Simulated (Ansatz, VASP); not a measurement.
# One calculation of LiH, two programs

```
Li H
1.0
     2.50712    0.00000    0.00000
     0.00000    2.50712    0.00000
     0.00000    0.00000    2.50712
Li H
1 1
Direct
  0.00000 0.00000 0.00000
  0.50000 0.50000 0.50000
```

Change from the starting cell: species swapped into the AlRu type (Pm-3m, No. 221).

Alike in both runs: functional PBE; k mesh 12 × 12 × 12; occupations gaussian, width 0.02 eV; no spin polarisation.

Ansatz relaxed the structure, and its values are those at the end. VASP's run is a single point on that final structure, the one shown.

```csv
,VASP,Ansatz
version,VASP 6.6.1,Ansatz 0.2.0
potentials or method,"VASP PAW PBE potentials, release 64 (Li_sv, H), cutoff 520 eV","scalar-relativistic, plane waves, PAW"
valence electrons in the cell,4,4
```

VASP gave:

* gap on the k mesh at the Fermi level (eV): 0.73
* least direct gap on the mesh (eV): 4.21

Q: Which values does Ansatz return?

A: gap on the k mesh at the Fermi level (eV): 0.71; least direct gap on the mesh (eV): 4.21.

With one functional, cell and mesh, what is left measures potentials, basis and numerics.

Noted on VASP's run: the cutoff is short for stress, so the pressure is rough.
